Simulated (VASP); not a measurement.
Wanted: the native input for a VASP 6.6.1 run.

```
Task                   : single point
Functional             : r2SCAN
Potentials or basis    : VASP PAW PBE potentials, release 64 (C_h, O_h)
Cutoff                 : 1100 eV
k mesh                 : 3 × 3 × 3
Occupations            : fermi-dirac, width 0.01 eV
Spin                   : no spin polarisation
Dipole correction      : no
Further INCAR settings : ALGO = Normal; EDIFF = 1e-06; NBANDS = 25
```

CO2:

```
CELL_PARAMETERS angstrom
-1.97473 1.97473 3.01406
1.97473 -1.97473 3.01406
1.97473 1.97473 -3.01406
ATOMIC_POSITIONS crystal
C 0.74998 0.24996 0.49799
C 0.99578 0.99803 0.00068
O 0.71424 0.13272 0.08884
O 0.37135 0.28463 0.40838
O 0.03783 0.62440 0.91684
O 0.87976 0.95976 0.58694
```

The input as run:

POSCAR

```
CO2
1.0
   -1.9747270000      1.9747270000      3.0140580000
    1.9747270000     -1.9747270000      3.0140580000
    1.9747270000      1.9747270000     -3.0140580000
C O
2 4
Direct
    0.7499815685      0.2499570081      0.4979913679
   -0.0042204338     -0.0019740474      0.0006826260
    0.7142384448      0.1327243924      0.0888413943
    0.3713522068      0.2846265480      0.4083756894
    0.0378303347      0.6244033142      0.9168398974
    0.8797615045      0.9597601575      0.5869385996
```

INCAR.step1

```
SYSTEM = CO2
PREC     = Accurate       ! precision mode
ENCUT    = 1100           ! plane-wave cutoff, eV
ISMEAR   = -1             ! smearing method
SIGMA    = 0.01           ! smearing width, eV
LREAL    = .FALSE.        ! projectors in reciprocal space
LASPH    = .TRUE.         ! aspherical terms in the spheres
NELM     = 120            ! most SCF steps
NBANDS   = 25             ! bands
GGA      = PE             ! functional
ALGO     = Normal         ! electronic algorithm
EDIFF    = 1E-5           ! SCF threshold, eV
LWAVE    = .TRUE.         ! write WAVECAR
LCHARG   = .FALSE.        ! write CHGCAR
GGA_COMPAT= .FALSE.
```

INCAR.step2

```
SYSTEM = CO2
PREC     = Accurate       ! precision mode
ENCUT    = 1100           ! plane-wave cutoff, eV
EDIFF    = 1E-6           ! SCF threshold, eV
ISMEAR   = -1             ! smearing method
SIGMA    = 0.01           ! smearing width, eV
LREAL    = .FALSE.        ! projectors in reciprocal space
LASPH    = .TRUE.         ! aspherical terms in the spheres
NELM     = 120            ! most SCF steps
ALGO     = Normal         ! electronic algorithm
ISIF     = 2              ! what is computed and relaxed
LWAVE    = .FALSE.        ! write WAVECAR
LCHARG   = .TRUE.         ! write CHGCAR
METAGGA  = R2SCAN         ! meta-GGA
LMIXTAU  = .TRUE.       
LELF     = .TRUE.         ! ELF
LVHAR    = .TRUE.       
NBANDS   = 25             ! bands
ISTART   = 1            
GGA_COMPAT= .FALSE.
```

KPOINTS

```
Automatic mesh
0
G
  3 3 3
  0 0 0
```

Potentials or basis: VASP PAW PBE potentials, release 64 (C_h, O_h).

Run with:

```sh
$ cat potpaw_PBE.64/C_h/POTCAR potpaw_PBE.64/O_h/POTCAR > POTCAR
$ cp INCAR.step1 INCAR
$ mpirun -np 1 vasp_std > vasp.out
$ cp INCAR.step2 INCAR
$ mpirun -np 1 vasp_std > vasp.out
```

Results of the run:

```
Pressure               : -7.3 GPa
Largest force          : 0.902 eV/Å
Band gap on the k mesh : 8.61 eV (least direct gap 8.80 eV)
```

Caveat: the k points lie up to 0.63 Å⁻¹ apart; the PAW data sets were made with another functional, which shifts forces and pressure a little.

Run time: 5.6 min on 1 thread of AMD EPYC 7R43 64-Core Processor (Zen 3), with other jobs on the host, peak memory 0.31 GiB.
